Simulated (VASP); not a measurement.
# HfN (Fm-3m) in VASP: single point with PBE

Aim: the single point of HfN with PBE.

All numbers are computed with VASP 6.6.1; they aren't measurements. Logs are shortened: lines on timing, memory, paths and dates and some standing lists are left out, and cuts for length are marked.

## Step 1: The cell of the first run

The structure is cubic, space group Fm-3m (No. 225). Conventional cell: a = 4.512 Å, b = 4.512 Å, c = 4.512 Å, α = 90.00°, β = 90.00°, γ = 90.00°. Within 3.0 Å of Hf (site symmetry m-3m) lie 6 N at 2.26 Å. N (site symmetry m-3m) has 6 Hf at 2.26 Å within 3.0 Å.

## Step 2: Single point, PBE

File INCAR:

```
  PREC = Accurate
  ENCUT = 600
  EDIFF = 1E-6
  ISMEAR = 1
  SIGMA = 0.1
  LREAL = F
  LASPH = T
  NELM = 120
  ALGO = Normal
  ISIF = 2
  LWAVE = F
  LCHARG = F
  GGA = PE
  NBANDS = 14
  GGA_COMPAT = F
```

File KPOINTS:

```
regular mesh
0
Gamma
  8 8 8
```

File POSCAR:

```
HfN
1.0
    0.0000000000      2.2560000000      2.2560000000
    2.2560000000      0.0000000000      2.2560000000
    2.2560000000      2.2560000000      0.0000000000
Hf N
1 1
Direct
    0.0000000000      0.0000000000      0.0000000000
    0.5000000000      0.5000000000      0.5000000000
```

Potentials or basis: VASP PAW PBE potentials, release 64 (Hf_pv, N).

Started as:

```console
$ cat potpaw_PBE.64/Hf_pv/POTCAR potpaw_PBE.64/N/POTCAR > POTCAR
$ mpirun -np 1 vasp_std > vasp.out
```

OUTCAR:

```text
PREC = Accurate
   ENCUT = 600
   EDIFF = 1E-6
   ISMEAR = 1
   LREAL = F
   LASPH = T
   NELM = 120
   ISIF = 2
   GGA = PE

 ion  position               nearest neighbor table
   1  0.000  0.000  0.000-   2 2.26   2 2.26   2 2.26   2 2.26   2 2.26   2 2.26
   2  0.500  0.500  0.500-   1 2.26   1 2.26   1 2.26   1 2.26   1 2.26   1 2.26

  LATTYP: Found a face centered cubic cell.
 ALAT       =     4.5120000000

  Lattice vectors:

 A1 = (   0.0000000000,   2.2560000000,   2.2560000000)
 A2 = (   2.2560000000,   0.0000000000,   2.2560000000)
 A3 = (   2.2560000000,   2.2560000000,   0.0000000000)

Analysis of symmetry for initial positions (statically):
=====================================================================
 Subroutine PRICEL returns:
 Original cell was already a primitive cell.

 Routine SETGRP: Setting up the symmetry group for a
 face centered cubic supercell.

 Subroutine GETGRP returns: Found 48 space group operations
 (whereof 48 operations were pure point group operations)
 out of a pool of 48 trial point group operations.

The static configuration has the point symmetry O_h .

Analysis of symmetry for dynamics (positions and initial velocities):
=====================================================================
 Subroutine PRICEL returns:
 Original cell was already a primitive cell.

 Routine SETGRP: Setting up the symmetry group for a
 face centered cubic supercell.

 Subroutine GETGRP returns: Found 48 space group operations
 (whereof 48 operations were pure point group operations)
 out of a pool of 48 trial point group operations.

The dynamic configuration has the point symmetry O_h .

 Subroutine INISYM returns: Found 48 space group operations
 (whereof 48 operations are pure point group operations),
 and found     1 'primitive' translations

----------------------------------------------------------------------------------------

                                     Primitive cell

  volume of cell :      22.9640

  direct lattice vectors                    reciprocal lattice vectors
     0.000000000  2.256000000  2.256000000    -0.221631206  0.221631206  0.221631206
     2.256000000  0.000000000  2.256000000     0.221631206 -0.221631206  0.221631206
     2.256000000  2.256000000  0.000000000     0.221631206  0.221631206 -0.221631206

  length of vectors
     3.190465797  3.190465797  3.190465797     0.383876509  0.383876509  0.383876509

  position of ions in fractional coordinates (direct lattice)
     0.000000000  0.000000000  0.000000000
     0.500000000  0.500000000  0.500000000

  ion indices of the primitive-cell ions
   primitive index   ion index
                 1           1
                 2           2

----------------------------------------------------------------------------------------

 KPOINTS: regular mesh

Automatic generation of k-mesh.
 Grid dimensions read from file:
 generate k-points for:    8    8    8

 Generating k-lattice:

  Cartesian coordinates                     Fractional coordinates (reciprocal lattice)
    -0.027703901  0.027703901  0.027703901     0.125000000  0.000000000  0.000000000
     0.027703901 -0.027703901  0.027703901     0.000000000  0.125000000  0.000000000
     0.027703901  0.027703901 -0.027703901     0.000000000  0.000000000  0.125000000

  Length of vectors
     0.047984564  0.047984564  0.047984564

  Shift w.r.t. Gamma in fractional coordinates (k-lattice)
     0.000000000  0.000000000  0.000000000

 Subroutine IBZKPT returns following result:
 ===========================================

 Found     29 irreducible k-points:

 Following reciprocal coordinates:
            Coordinates               Weight
  0.000000  0.000000  0.000000      1.000000
  0.125000  0.000000  0.000000      8.000000
  0.250000  0.000000  0.000000      8.000000
  0.375000  0.000000  0.000000      8.000000
  0.500000  0.000000  0.000000      4.000000
  0.125000  0.125000  0.000000      6.000000
[... 16 lines left out ...]
  0.500000  0.250000  0.125000     48.000000
 -0.375000  0.250000  0.125000     24.000000
 [... further k-points ...]
   k-points           NKPTS =     29   k-points in BZ     NKDIM =     29   number of bands    NBANDS=     14
   number of dos      NEDOS =    301   number of ions     NIONS =      2
   total plane-waves  NPLWV =  21952
   dimension x,y,z NGX =    28 NGY =   28 NGZ =   28
   dimension x,y,z NGXF=    56 NGYF=   56 NGZF=   56
   ions per type =               1   1
   NGX,Y,Z   is equivalent  to a cutoff of  14.59, 14.59, 14.59 a.u.
   NGXF,Y,Z  is equivalent  to a cutoff of  29.18, 29.18, 29.18 a.u.
 SYSTEM =  unknown system
   PREC   = accura    normal or accurate (medium, high low for compatibility)
   ISTART =      0    job   : 0-new  1-cont  2-samecut
   ICHARG =      2    charge: 1-file 2-atom 10-const
   ISPIN  =      1    spin polarized calculation?
   LNONCOLLINEAR =      F non collinear calculations
   LSORBIT =      F    spin-orbit coupling
   LASPH  =      T    aspherical Exc in radial PAW
   ENCUT  =  600.0 eV  44.10 Ry    6.64 a.u.   6.37  6.37  6.37*2*pi/ulx,y,z
   NELM   =    120;   NELMIN=  2; NELMDL= -5     # of ELM steps
   EDIFF  = 0.1E-05   stopping-criterion for ELM
   LREAL  =      F    real-space projection
   EDIFFG = 0.1E-04   stopping-criterion for IOM
   NSW    =      0    number of steps for IOM
   IBRION =     -1    ionic relax: 0-MD 1-quasi-New 2-CG
   NFREE  =      0    steps in history (QN), initial steepest desc. (CG)
   ISIF   =      2    stress and relaxation
   ISYM   =      2    0-nonsym 1-usesym 2-fastsym
   POTIM  = 0.5000    time-step for ionic-motion
   TEBEG  =    0.0;   TEEND  =   0.0 temperature during run
   PSTRESS=    0.0 pullay stress
   NELECT =      15.0000    total number of electrons
   NUPDOWN=      -1.0000    fix difference up-down
   EMIN   =  10.00;   EMAX   =-10.00  energy-range for DOS
   EFERMI =   0.00;   METHOD = LEGACY
   ISMEAR =     1;   SIGMA  =   0.10  broadening in eV -4-tet -1-fermi 0-gaus
   EFERMI_NEDOS =   21; number of points for ismear=-14 and -15
   IALGO  =     38    algorithm
   IMIX   =      4    mixing-type and parameters
     AMIX     =   0.40;   BMIX     =  1.00
     AMIX_MAG =   1.60;   BMIX_MAG =  1.00
  volume/ion in A,a.u.               =      11.48        77.48
  Fermi-wavevector in a.u.,A,eV,Ry     =   1.420440  2.684242 27.451783  2.017649
  Thomas-Fermi vector in A             =   2.541355
   LORBIT       =      0    0 simple, 1 ext, 2 COOP (PROOUT), +10 PAW based schemes
   GGA     = PE    functional components
   LHFCALC =     F    Hartree Fock is set to
   AEXX    =    0.0000 exact exchange contribution
   IVDW    =     0    specifies the selected vdW correction
   LEPSILON=     F    determine dielectric tensor
   LRPA    =     F    only Hartree local field effects (RPA)
 non-spin polarized calculation
 Methfessel and Paxton  Order N= 1 SIGMA  =   0.10
  energy-cutoff  :      600.00
  volume of cell :       22.96
 maximum number of plane-waves:       778
 NGX is ok and might be reduce to    28
   NGX = 13   NGY = 13   NGZ = 13

 number of electron      15.0000002 magnetization

 Free energy of the ion-electron system (eV)
  ---------------------------------------------------
  ext. energy  EPLUGINS =         0.00000000
  ---------------------------------------------------
  free energy    TOTEN  =       -21.73912301 eV

  energy without entropy =      -21.73881813  energy(sigma->0) =      -21.73902138

 E-fermi :   8.4113     XC(G=0): -12.7540

 val. band max:        8.3765635719   @ k =   0.1250   0.0000   0.0000
 cond. band min:       8.4253927704   @ k =   0.3750   0.1250   0.0000
 fundamental gap:      0.0488291986
 Fermi energy:         8.4112611705

 k-point     1 :       0.0000    0.0000    0.0000
  band No.  band energies     occupation
      1     -22.7278      2.00000
      2     -22.7278      2.00000
      3     -22.7278      2.00000
      4      -9.1047      2.00000
      5       5.4001      2.00000
      6       5.4001      2.00000
      7       5.4001      2.00000
      8       8.0683      2.00001
      9       8.0683      2.00001
     10       8.0683      2.00001
     11      10.2594     -0.00000
     12      10.3942     -0.00000
     13      10.3942     -0.00000
     14      17.9908      0.00000

 k-point     2 :       0.1250    0.0000    0.0000
  band No.  band energies     occupation
      1     -22.8830      2.00000
      2     -22.7408      2.00000
      3     -22.7408      2.00000
      4      -8.7514      2.00000
      5       4.0773      2.00000
      6       4.6134      2.00000
      7       4.6134      2.00000
      8       8.3766      1.54992
      9       8.5607     -0.05582
     10       8.5607     -0.05582
     11      11.2966      0.00000
     12      11.5000      0.00000
     13      11.5000      0.00000
     14      19.1597      0.00000

 k-point     3 :       0.2500    0.0000    0.0000
  band No.  band energies     occupation
      1     -23.2371      2.00000
      2     -22.7718      2.00000
      3     -22.7718      2.00000
      4      -7.8588      2.00000
      5       1.9631      2.00000
      6       3.3871      2.00000
      7       3.3871      2.00000
      8       8.9898     -0.00000
      9       9.7617     -0.00000
     10       9.7617     -0.00000
     11      13.1161      0.00000
     12      13.7710      0.00000
     13      13.7710      0.00000
     14      20.6335      0.00000
[... 324 lines left out ...]
 k-point    23 :       0.5000    0.2500    0.1250
  band No.  band energies     occupation
      1     -23.4699      2.00000
      2     -23.0341      2.00000
      3     -22.8691      2.00000
      4      -7.0939      2.00000
      5       0.8655      2.00000
      6       2.6774      2.00000
      7       3.1095      2.00000
      8       8.6687     -0.00165
      9      11.9365      0.00000
     10      12.1947      0.00000
     11      13.4327      0.00000
     12      15.6834      0.00000
     13      17.5948      0.00000
     14      19.6838      0.00000

 k-point    24 :      -0.3750    0.2500    0.1250
  band No.  band energies     occupation
      1     -23.5423      2.00000
      2     -23.0574      2.00000
      3     -22.8977      2.00000
      4      -6.8998      2.00000
      5       0.6751      2.00000
      6       2.6504      2.00000
      7       2.7145      2.00000
      8      10.0680     -0.00000
      9      10.4948      0.00000
     10      12.8030      0.00000
     11      14.8075      0.00000
     12      16.2313      0.00000
     13      17.8422      0.00000
     14      19.1760      0.00000

 [... further k-points ...]
[... 5 lines left out ...]
  --------------------------------------------------------------------------------------
  -------------------------------------------------------------------------------------
  Total        0.6143498      0.6143498      0.6143498     -0.0000000     -0.0000000      0.0000000
  in kB       42.8626500     42.8626500     42.8626500     -0.0000000     -0.0000000      0.0000000
  external PRESSURE =      42.8626500 kB  Pullay stress =       0.0000000 kB

 VOLUME and BASIS-vectors are now :
 -----------------------------------------------------------------------------
  energy-cutoff  :      600.00
  volume of cell :       22.96
      direct lattice vectors                 reciprocal lattice vectors
     0.000000000  2.256000000  2.256000000    -0.221631206  0.221631206  0.221631206
     2.256000000  0.000000000  2.256000000     0.221631206 -0.221631206  0.221631206
     2.256000000  2.256000000  0.000000000     0.221631206  0.221631206 -0.221631206

 POSITION                                       TOTAL-FORCE (eV/Angst)
 -----------------------------------------------------------------------------------
      0.00000      0.00000      0.00000         0.000000      0.000000     -0.000000
      2.25600      2.25600      2.25600        -0.000000      0.000000      0.000000
 -----------------------------------------------------------------------------------
    total drift:                                0.000000      0.000000      0.000000

  FREE ENERGIE OF THE ION-ELECTRON SYSTEM (eV)
  ---------------------------------------------------
  free  energy   TOTEN  =       -21.7391230059 eV

  energy  without entropy=      -21.7388181327  energy(sigma->0) =      -21.73902138
```

Run time: 14 s. Hardware: 1 thread of Intel Xeon Platinum 8488C (Sapphire Rapids), shared host; peak memory 0.16 GiB.

What came out:

- Free energy: -21.7391 eV
- Pressure: 4.3 GPa

Caveat: spin-orbit coupling is left out, which moves the levels of the heavy elements.
